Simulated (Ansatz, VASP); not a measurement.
**Ag in VASP and in Ansatz**

The input INCAR:

```
SYSTEM = Ag
PREC = Accurate ; ENCUT = 520
EDIFF = 1E-6 ; ISMEAR = 0
SIGMA = 0.15 ; LREAL = .False.
LASPH = .True. ; NELM = 60
ALGO = Fast ; ISIF = 2
LWAVE = .False. ; LCHARG = .True.
GGA = PS ; LELF = .True.
LVHAR = .True. ; NBANDS = 12
```

The input KPOINTS:

```
Automatic mesh
0
Gamma
  20 20 20
  0 0 0
```

Contents of POSCAR:

```
Ag
1.0
    0.0000000000      1.8132512500      2.0431000000
    1.8132512500      0.0000000000      2.0431000000
    1.8132512500      1.8132512500      0.0000000000
Ag
1
Direct
    0.0000000000      0.0000000000      0.0000000000
```

Input for Ansatz:

```yaml
crystal:
  lattice:
    - [0.0, 1.81325125, 2.0431]
    - [1.81325125, 0.0, 2.0431]
    - [1.81325125, 1.81325125, 0.0]
  atoms:
    - { symbol: Ag, position: [0.0, 0.0, 0.0] }
basis:
  ecutwfc: 420
kpoints:
  mp_grid: { grid: [20, 20, 20] }
hamiltonian:
  xc: pbesol
scf:
  occupations: { method: gaussian, width: 0.15 }
output:
  forces: true
  stress: true
  eigenvalues: true
```

Change from the starting cell: strain -0.1125 x Voigt [1, 1, 0, 0, 0, 0], atoms carried along.

Alike in both runs: task single point; functional PBEsol; k mesh 20 × 20 × 20; occupations gaussian, width 0.15 eV; no spin polarisation.

|  | VASP | Ansatz |
| --- | --- | --- |
| version | VASP 6.6.1 | Ansatz 0.2.0 |
| potentials or method | VASP PAW PBE potentials, release 64 (Ag), cutoff 520 eV | scalar-relativistic, plane waves, PAW |
| valence electrons in the cell | 11 | 19 |

```csv
,VASP,Ansatz,Ansatz less VASP
gap on the k mesh at the Fermi level (eV),none,none,-
pressure (GPa),47.4,48.1,+0.72
"traceless stress, the component that is largest in VASP (GPa)",-9.85,-9.98,-0.135
```

VASP's potentials were made for PBE, not for PBEsol. A gap of «none» marks a metal or a gap that the smearing closes. Both programs put the cell under a high pressure, so it lies far from rest at this level. VASP's potentials hold 11 valence electrons a cell and Ansatz's 19, so a difference there can come from the potentials and not from the codes.
